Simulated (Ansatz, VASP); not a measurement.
**Two plane-wave programs on WC4**

```
CELL_PARAMETERS angstrom
3.43107 0.00000 0.00000
0.00000 3.43107 0.00000
0.00000 0.00000 3.43107
ATOMIC_POSITIONS crystal
W 0.00000 0.00000 0.00000
C 0.50000 0.50000 0.50000
C 0.00000 0.50000 0.50000
C 0.50000 0.00000 0.50000
C 0.50000 0.50000 0.00000
```

Change from the starting cell: species swapped into the Mn4N type (Pm-3m, No. 221).

Alike in both runs: functional PBE; k mesh 4 × 4 × 4; occupations gaussian, width 0.2 eV; no spin polarisation.

Ansatz relaxed the structure, and its values are those at the end. VASP's run is a single point on that final structure, the one shown.

|  | VASP | Ansatz |
| --- | --- | --- |
| version | VASP 6.6.1 | Ansatz 0.2.0 |
| potentials or method | VASP PAW PBE potentials, release 64 (W_sv, C), cutoff 600 eV | scalar-relativistic, plane waves, PAW |
| valence electrons in the cell | 30 | 30 |

```csv
,VASP,Ansatz,Ansatz less VASP
gap on the k mesh at the Fermi level (eV),none,none,-
pressure (GPa),-0.1,-0.5,-0.38
```

A gap of «none» marks a metal or a gap that the smearing closes.

The k mesh is coarse, so the values compare programs but aren't converged. Spin-orbit coupling is off throughout.
